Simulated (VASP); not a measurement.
# Pb (Fm-3m) in VASP: further runs

Runs on Pb. Level: PBE. Tasks: single point.

Everything below comes from runs of VASP 6.6.1. Logs are shortened: lines on timing, memory, paths and dates and some standing lists are left out, and cuts for length are marked.

## (1) The cell of the first run

It takes space group Fm-3m (No. 225, cubic). The conventional cell has a = 4.944 Å, b = 4.944 Å, c = 4.944 Å, α = 90.00°, β = 90.00°, γ = 90.00°. Pb (site symmetry m-3m) has 12 Pb at 3.50 Å within 4.6 Å.

## (2) Single point, PBE

Input file INCAR:

```
ALGO = Normal ; EDIFF = 1E-6
ENCUT = 520 ; GGA = PE
ISIF = 2 ; ISMEAR = -1
LASPH = T ; LCHARG = F
LREAL = F ; LWAVE = F
NBANDS = 13 ; NELM = 60
PREC = Accurate ; SIGMA = 0.06122561905347299
```

Input file KPOINTS:

```
k-points
0
Gamma
  37 37 37
```

Input file POSCAR:

```
Pb
1.0
    0.0000000000      2.4717689391      2.4717689391
    2.4717689391      0.0000000000      2.4717689391
    2.4717689391      2.4717689391      0.0000000000
Pb
1
Direct
    0.0000000000      0.0000000000      0.0000000000
```

Potentials or basis: VASP PAW PBE potentials, release 64 (Pb_d).

Started as:

```bash
$ cat potpaw_PBE.64/Pb_d/POTCAR > POTCAR
$ mpirun -np 1 vasp_std > vasp.out
```

OUTCAR:

```text
EDIFF = 1E-6
   ENCUT = 520
   GGA = PE
   ISIF = 2
   ISMEAR = -1
   LASPH = T
   LREAL = F
   NELM = 60
   PREC = Accurate

 ion  position               nearest neighbor table
   1  0.000  0.000  0.000-

  LATTYP: Found a face centered cubic cell.
 ALAT       =     4.9435378782

  Lattice vectors:

 A1 = (   0.0000000000,   2.4717689391,   2.4717689391)
 A2 = (   2.4717689391,   0.0000000000,   2.4717689391)
 A3 = (   2.4717689391,   2.4717689391,   0.0000000000)

Analysis of symmetry for initial positions (statically):
=====================================================================
 Subroutine PRICEL returns:
 Original cell was already a primitive cell.

 Routine SETGRP: Setting up the symmetry group for a
 face centered cubic supercell.

 Subroutine GETGRP returns: Found 48 space group operations
 (whereof 48 operations were pure point group operations)
 out of a pool of 48 trial point group operations.

The static configuration has the point symmetry O_h .

Analysis of symmetry for dynamics (positions and initial velocities):
=====================================================================
 Subroutine PRICEL returns:
 Original cell was already a primitive cell.

 Routine SETGRP: Setting up the symmetry group for a
 face centered cubic supercell.

 Subroutine GETGRP returns: Found 48 space group operations
 (whereof 48 operations were pure point group operations)
 out of a pool of 48 trial point group operations.

The dynamic configuration has the point symmetry O_h .

 Subroutine INISYM returns: Found 48 space group operations
 (whereof 48 operations are pure point group operations),
 and found     1 'primitive' translations

----------------------------------------------------------------------------------------

                                     Primitive cell

  volume of cell :      30.2032

  direct lattice vectors                    reciprocal lattice vectors
     0.000000000  2.471768939  2.471768939    -0.202284280  0.202284280  0.202284280
     2.471768939  0.000000000  2.471768939     0.202284280 -0.202284280  0.202284280
     2.471768939  2.471768939  0.000000000     0.202284280  0.202284280 -0.202284280

  length of vectors
     3.495609157  3.495609157  3.495609157     0.350366650  0.350366650  0.350366650

  position of ions in fractional coordinates (direct lattice)
     0.000000000  0.000000000  0.000000000

  ion indices of the primitive-cell ions
   primitive index   ion index
                 1           1

----------------------------------------------------------------------------------------

 KPOINTS: k-points

Automatic generation of k-mesh.
 Grid dimensions read from file:
 generate k-points for:   37   37   37

 Generating k-lattice:

  Cartesian coordinates                     Fractional coordinates (reciprocal lattice)
    -0.005467143  0.005467143  0.005467143     0.027027027  0.000000000  0.000000000
     0.005467143 -0.005467143  0.005467143     0.000000000  0.027027027  0.000000000
     0.005467143  0.005467143 -0.005467143     0.000000000  0.000000000  0.027027027

  Length of vectors
     0.009469369  0.009469369  0.009469369

  Shift w.r.t. Gamma in fractional coordinates (k-lattice)
     0.000000000  0.000000000  0.000000000

 Subroutine IBZKPT returns following result:
 ===========================================

 Found   1330 irreducible k-points:

 Following reciprocal coordinates:
            Coordinates               Weight
  0.000000  0.000000  0.000000      1.000000
  0.027027  0.000000  0.000000      8.000000
  0.054054  0.000000  0.000000      8.000000
  0.081081  0.000000  0.000000      8.000000
  0.108108  0.000000  0.000000      8.000000
  0.135135  0.000000  0.000000      8.000000
[... 16 lines left out ...]
  0.108108  0.027027  0.000000     24.000000
  0.135135  0.027027  0.000000     24.000000
 [... further k-points ...]
   k-points           NKPTS =   1330   k-points in BZ     NKDIM =   1330   number of bands    NBANDS=     13
   number of dos      NEDOS =    301   number of ions     NIONS =      1
   total plane-waves  NPLWV =  21952
   dimension x,y,z NGX =    28 NGY =   28 NGZ =   28
   dimension x,y,z NGXF=    56 NGYF=   56 NGZF=   56
   ions per type =               1
   NGX,Y,Z   is equivalent  to a cutoff of  13.32, 13.32, 13.32 a.u.
   NGXF,Y,Z  is equivalent  to a cutoff of  26.63, 26.63, 26.63 a.u.
 SYSTEM =  unknown system
   PREC   = accura    normal or accurate (medium, high low for compatibility)
   ISTART =      0    job   : 0-new  1-cont  2-samecut
   ICHARG =      2    charge: 1-file 2-atom 10-const
   ISPIN  =      1    spin polarized calculation?
   LNONCOLLINEAR =      F non collinear calculations
   LSORBIT =      F    spin-orbit coupling
   LASPH  =      T    aspherical Exc in radial PAW
   ENCUT  =  520.0 eV  38.22 Ry    6.18 a.u.   6.50  6.50  6.50*2*pi/ulx,y,z
   NELM   =     60;   NELMIN=  2; NELMDL= -5     # of ELM steps
   EDIFF  = 0.1E-05   stopping-criterion for ELM
   LREAL  =      F    real-space projection
   EDIFFG = 0.1E-04   stopping-criterion for IOM
   NSW    =      0    number of steps for IOM
   IBRION =     -1    ionic relax: 0-MD 1-quasi-New 2-CG
   NFREE  =      0    steps in history (QN), initial steepest desc. (CG)
   ISIF   =      2    stress and relaxation
   ISYM   =      2    0-nonsym 1-usesym 2-fastsym
   POTIM  = 0.5000    time-step for ionic-motion
   TEBEG  =    0.0;   TEEND  =   0.0 temperature during run
   PSTRESS=    0.0 pullay stress
   NELECT =      14.0000    total number of electrons
   NUPDOWN=      -1.0000    fix difference up-down
   EMIN   =  10.00;   EMAX   =-10.00  energy-range for DOS
   EFERMI =   0.00;   METHOD = LEGACY
   ISMEAR =    -1;   SIGMA  =   0.06  broadening in eV -4-tet -1-fermi 0-gaus
   EFERMI_NEDOS =   21; number of points for ismear=-14 and -15
   IALGO  =     38    algorithm
   IMIX   =      4    mixing-type and parameters
     AMIX     =   0.40;   BMIX     =  1.00
     AMIX_MAG =   1.60;   BMIX_MAG =  1.00
  volume/ion in A,a.u.               =      30.20       203.82
  Fermi-wavevector in a.u.,A,eV,Ry     =   1.266970  2.394226 21.840246  1.605213
  Thomas-Fermi vector in A             =   2.400143
   LORBIT       =      0    0 simple, 1 ext, 2 COOP (PROOUT), +10 PAW based schemes
   GGA     = PE    functional components
   LHFCALC =     F    Hartree Fock is set to
   AEXX    =    0.0000 exact exchange contribution
   IVDW    =     0    specifies the selected vdW correction
   LEPSILON=     F    determine dielectric tensor
   LRPA    =     F    only Hartree local field effects (RPA)
 non-spin polarized calculation
  energy-cutoff  :      520.00
  volume of cell :       30.20
 maximum number of plane-waves:       869
 NGX is ok and might be reduce to    28
   NGX = 13   NGY = 13   NGZ = 13

 number of electron      13.9999999 magnetization

 Free energy of the ion-electron system (eV)
  ---------------------------------------------------
  ext. energy  EPLUGINS =         0.00000000
  ---------------------------------------------------
  free energy    TOTEN  =        -3.55334310 eV

  energy without entropy =       -3.54703864  energy(sigma->0) =       -3.55019087

 E-fermi :   7.3663     XC(G=0): -10.2036

 val. band max:        7.3641585682   @ k =  -0.4324   0.4054   0.0270
 cond. band min:       7.3695495129   @ k =  -0.2432   0.1081   0.0000
 fundamental gap:      0.0053909447
 Fermi energy:         7.3663215486

 k-point     1 :       0.0000    0.0000    0.0000
  band No.  band energies     occupation
      1      -9.7487      2.00000
      2      -9.7487      2.00000
      3      -9.7487      2.00000
      4      -9.6072      2.00000
      5      -9.6072      2.00000
      6      -4.4546      2.00000
      7      14.7760      0.00000
      8      14.7760      0.00000
      9      14.7760      0.00000
     10      17.0922      0.00000
     11      18.7176      0.00000
     12      19.8399      0.00000
     13      19.8399      0.00000

 k-point     2 :       0.0270    0.0000    0.0000
  band No.  band energies     occupation
      1      -9.7486      2.00000
      2      -9.7475      2.00000
      3      -9.7475      2.00000
      4      -9.6073      2.00000
      5      -9.6073      2.00000
      6      -4.4405      2.00000
      7      14.5685      0.00000
      8      14.7575      0.00000
      9      14.7575      0.00000
     10      17.0420      0.00000
     11      18.8321      0.00000
     12      19.8725      0.00000
     13      19.8725      0.00000

 k-point     3 :       0.0541    0.0000    0.0000
  band No.  band energies     occupation
      1      -9.7487      2.00000
      2      -9.7442      2.00000
      3      -9.7442      2.00000
      4      -9.6076      2.00000
      5      -9.6076      2.00000
      6      -4.3981      2.00000
      7      14.0291      0.00000
      8      14.7033      0.00000
      9      14.7033      0.00000
     10      16.9385      0.00000
     11      19.0703      0.00000
     12      19.9685      0.00000
     13      19.9685      0.00000
[... 305 lines left out ...]
 k-point    23 :       0.1081    0.0270    0.0000
  band No.  band energies     occupation
      1      -9.7512      2.00000
      2      -9.7338      2.00000
      3      -9.7320      2.00000
      4      -9.6120      2.00000
      5      -9.6034      2.00000
      6      -4.2521      2.00000
      7      12.7594      0.00000
      8      14.3073      0.00000
      9      14.6100      0.00000
     10      16.7673      0.00000
     11      19.4732      0.00000
     12      20.2254      0.00000
     13      20.5192      0.00000

 k-point    24 :       0.1351    0.0270    0.0000
  band No.  band energies     occupation
      1      -9.7515      2.00000
      2      -9.7274      2.00000
      3      -9.7251      2.00000
      4      -9.6121      2.00000
      5      -9.6012      2.00000
      6      -4.1343      2.00000
      7      11.9247      0.00000
      8      14.1513      0.00000
      9      14.5135      0.00000
     10      16.7001      0.00000
     11      19.6805      0.00000
     12      20.1708      0.00000
     13      20.6627      0.00000

 [... further k-points ...]

------------------------ aborting loop because EDIFF is reached ----------------------------------------

  FORCE on cell =-STRESS in cart. coord.  units (eV):
  Direction    XX          YY          ZZ          XY          YZ          ZX
  --------------------------------------------------------------------------------------
  -------------------------------------------------------------------------------------
  Total        0.4819805      0.4819805      0.4819805      0.0000000     -0.0000000      0.0000000
  in kB       25.5673916     25.5673916     25.5673916      0.0000000     -0.0000000      0.0000000
  external PRESSURE =      25.5673916 kB  Pullay stress =       0.0000000 kB

 VOLUME and BASIS-vectors are now :
 -----------------------------------------------------------------------------
  energy-cutoff  :      520.00
  volume of cell :       30.20
      direct lattice vectors                 reciprocal lattice vectors
     0.000000000  2.471768939  2.471768939    -0.202284280  0.202284280  0.202284280
     2.471768939  0.000000000  2.471768939     0.202284280 -0.202284280  0.202284280
     2.471768939  2.471768939  0.000000000     0.202284280  0.202284280 -0.202284280

 POSITION                                       TOTAL-FORCE (eV/Angst)
 -----------------------------------------------------------------------------------
      0.00000      0.00000      0.00000         0.000000     -0.000000      0.000000
 -----------------------------------------------------------------------------------
    total drift:                               -0.000000     -0.000000      0.000000

  FREE ENERGIE OF THE ION-ELECTRON SYSTEM (eV)
  ---------------------------------------------------
  free  energy   TOTEN  =        -3.5533430980 eV

  energy  without entropy=       -3.5470386376  energy(sigma->0) =       -3.55019087
```

Run time: 11 min. Hardware: 1 thread of Oxide Virtual Turin-like, shared host; peak memory 0.54 GiB.

What came out:

- Free energy: -3.5533 eV
- Pressure: 2.6 GPa
- Band gap on the k mesh: zero (bands 7 and 8 overlap by 9.10 eV)

Levels at points of the mesh, in eV from the Fermi level:
| k point | band 3 | band 4 | band 5 | band 6 | band 7 | band 8 | band 9 | band 10 | band 11 | band 12 |
| --- | --- | --- | --- | --- | --- | --- | --- | --- | --- | --- |
| (0.00, 0.00, 0.00) | -17.12 | -16.97 | -16.97 | -11.82 | 7.41 | 7.41 | 7.41 | 9.73 | 11.35 | 12.47 |

Caveat: spin-orbit coupling is left out, which moves the levels of the heavy elements.

## (3) Single point, PBE

This run uses another cell than the first one, of 30.85 Å³/atom.

Input file INCAR:

```
SYSTEM = Pb
ALGO = Normal
EDIFF = 1E-7
ENCUT = 520
GGA = PE
ISIF = 2
ISMEAR = -1
LASPH = .TRUE.
LCHARG = .TRUE.
LELF = .TRUE.
LREAL = .FALSE.
LVHAR = .TRUE.
LWAVE = .FALSE.
NBANDS = 13
NELM = 60
PREC = Accurate
SIGMA = 0.06122561905347299
```

Input file KPOINTS:

```
k-points
0
G
  37 37 37
  0 0 0
```

Input file POSCAR:

```
Pb
1.0
    0.0000000000      2.4891763361      2.4891763361
    2.4891763361      0.0000000000      2.4891763361
    2.4891763361      2.4891763361      0.0000000000
Pb
1
Direct
    0.0000000000      0.0000000000      0.0000000000
```

Potentials or basis: VASP PAW PBE potentials, release 64 (Pb_d).

Started as:

```bash
$ cat potpaw_PBE.64/Pb_d/POTCAR > POTCAR
$ mpirun -np 1 vasp_std > vasp.out
```

It took 12 min on 1 thread of Oxide Virtual Turin-like, shared host; peak memory 0.54 GiB.

It converged, with:

| Property | Result |
| --- | --- |
| Free energy | -3.5618 eV |
| Pressure | 1.5 GPa |
| Band gap on the k mesh | zero (bands 7 and 8 overlap by 8.89 eV) |

Levels at points of the mesh, in eV from the Fermi level:
```tsv
k point	band 3	band 4	band 5	band 6	band 7	band 8	band 9	band 10	band 11	band 12
(0.00, 0.00, 0.00)	-17.10	-16.96	-16.96	-11.67	7.25	7.25	7.25	9.72	11.09	12.32
```

Caveat: spin-orbit coupling is left out, which moves the levels of the heavy elements.
